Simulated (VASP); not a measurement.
Runs of VASP 6.6.1 on Os. The structure is that of space group P6_3/mmc (No. 194), or close to it. The cells are those of the table. 

| cell | gap on the mesh (eV) | pressure (GPa) |
| --- | --- | --- |
| a = 2.693, b = 2.693, c = 4.267 Å, angles 90.0, 90.0, 120.0°, 2 atoms | none | 11.6 |
| a = 2.703, b = 2.703, c = 4.280 Å, angles 90.0, 90.0, 120.0°, 2 atoms | none | 6.4 |
| a = 2.675, b = 2.675, c = 4.241 Å, angles 90.0, 90.0, 120.0°, 2 atoms | none | (a) |
| a = 2.713, b = 2.713, c = 4.294 Å, angles 90.0, 90.0, 120.0°, 2 atoms | none | 1.3 |

Alike in all rows: task single point; level LDA; potentials or basis VASP PAW LDA potentials, release 64 (Os); no spin polarisation; k mesh 9 × 9 × 5; cutoff (eV) 600; smearing methfessel-paxton 0.05 eV.

Estimate the missing entries.

(a) 21.8.

Caveats: spin-orbit coupling is left out, which moves the levels of the heavy elements; the cell stands under pressure (at least some runs).

A k mesh can miss the band edges, and the runs leave out spin-orbit coupling on Os.

A gap of «none» marks levels without a gap at the run's occupations.
